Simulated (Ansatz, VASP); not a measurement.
## TaTi3 in VASP and in Ansatz

The input INCAR:

```
SYSTEM = TaTi3
  ALGO = Normal
  EDIFF = 1E-6
  ENCUT = 520
  ISIF = 2
  ISMEAR = -1
  LASPH = .TRUE.
  LCHARG = .FALSE.
  LREAL = .FALSE.
  LWAVE = .FALSE.
  NBANDS = 32
  NELM = 80
  PREC = Accurate
  SIGMA = 0.1
```

Contents of KPOINTS:

```
k-points
0
G
  6 6 6
  0 0 0
```

File POSCAR:

```
TaTi3
1.0
    0.0000000000      3.1998454525      3.1998454525
    3.1998454525      0.0000000000      3.1998454525
    3.1998454525      3.1998454525      0.0000000000
Ti Ta
3 1
Direct
    0.2500000000      0.2500000000      0.2500000000
    0.7500000000      0.7500000000      0.7500000000
    0.5000000000      0.5000000000      0.5000000000
    0.0000000000      0.0000000000      0.0000000000
```

Input for Ansatz:

```yaml
crystal:
  lattice:
    - [0.0, 3.199845452530426, 3.199845452530426]
    - [3.199845452530426, 0.0, 3.199845452530426]
    - [3.199845452530426, 3.199845452530426, 0.0]
  atoms:
    - { symbol: Ti, position: [0.25, 0.25, 0.25] }
    - { symbol: Ti, position: [0.75, 0.75, 0.75] }
    - { symbol: Ti, position: [0.5, 0.5, 0.5] }
    - { symbol: Ta, position: [0.0, 0.0, 0.0] }
basis:
  ecutwfc: 500.0
kpoints:
  mp_grid:
    grid: [6, 6, 6]
hamiltonian:
  xc: lda
scf:
  convergence:
    dr2_threshold: 1.0e-10
  occupations:
    method: fermi_dirac
    width: 0.1
output:
  stress: true
```

Alike in both runs: task single point; functional LDA; k mesh 6 × 6 × 6; occupations fermi-dirac, width 0.1 eV; no spin polarisation.

```csv
,VASP,Ansatz
version,VASP 6.6.1,Ansatz 0.2.0
potentials or method,"VASP PAW LDA potentials, release 64 (Ti_sv, Ta_pv), cutoff 520 eV","plane waves, PAW"
valence electrons in the cell,47,49
```

|  | VASP | Ansatz | Ansatz less VASP |
| --- | --- | --- | --- |
| pressure (GPa) | -1.9 | -2.0 | -0.07 |

LDA's correlation is that of Perdew and Zunger in VASP and of Perdew and Wang (1992) in Ansatz. VASP's potentials hold 47 valence electrons a cell and Ansatz's 49, so a difference there can come from the potentials and not from the codes.

Neither program's run includes spin-orbit coupling.
